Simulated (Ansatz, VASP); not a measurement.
## AlNi: VASP beside Ansatz

Contents of INCAR:

```
SYSTEM = AlNi
PREC = Accurate ; ENCUT = 600
EDIFF = 1E-7 ; ISMEAR = -1
SIGMA = 0.05 ; LREAL = .FALSE.
LASPH = .TRUE. ; NELM = 60
ALGO = Normal ; ISIF = 3
LWAVE = .FALSE. ; LCHARG = .FALSE.
IBRION = 2 ; NSW = 100
EDIFFG = -0.002
```

Contents of KPOINTS:

```
regular mesh
0
G
  16 16 16
  0 0 0
```

File POSCAR:

```
AlNi
1.0
    2.8810000000      0.0000000000      0.0000000000
    0.0000000000      2.8810000000      0.0000000000
    0.0000000000      0.0000000000      2.8810000000
Al Ni
1 1
Direct
    0.0000000000      0.0000000000      0.0000000000
    0.5000000000      0.5000000000      0.5000000000
```

Input for Ansatz:

```yaml
crystal:
  lattice:
    - [2.881, 0.0, 0.0]
    - [0.0, 2.881, 0.0]
    - [0.0, 0.0, 2.881]
  atoms:
    - { symbol: Al, position: [0.0, 0.0, 0.0] }
    - { symbol: Ni, position: [0.5, 0.5, 0.5] }
kpoints:
  mp_grid: { grid: [16, 16, 16] }
scf:
  occupations: { method: fermi_dirac, width: 0.05 }
hamiltonian:
  xc: lda
  pseudopotentials: { kind: paw }
relax:
  f_tol: 0.002
  max_steps: 80
  cell: {}
output:
  forces: true
  stress: true
```

Alike in both runs: task relaxation of cell and atoms; functional LDA; k mesh 16 × 16 × 16; occupations fermi-dirac, width 0.05 eV; no spin polarisation.

|  | VASP | Ansatz |
| --- | --- | --- |
| version | VASP 6.6.1 | Ansatz 0.2.0 |
| potentials or method | VASP PAW LDA potentials, release 64 (Al, Ni) | PAW with Ansatz's default frozen-core files, scalar-relativistic |
| plane-wave cutoff (eV) | 600 | 420 |
| valence electrons in the cell | 13 | 21 |

VASP gave:

```
relaxed volume (Å³/atom)                                     : 11.38
relaxed cell length with the largest relative difference (Å) : 2.834
```

Task: What did Ansatz give for the same quantities?

Result: Relaxed volume (Å³/atom): 11.36; relaxed cell length with the largest relative difference (Å): 2.833.

LDA's correlation is that of Perdew and Zunger in VASP and of Perdew and Wang (1992) in Ansatz. VASP's potentials hold 13 valence electrons a cell and Ansatz's 21, so a difference there can come from the potentials and not from the codes.
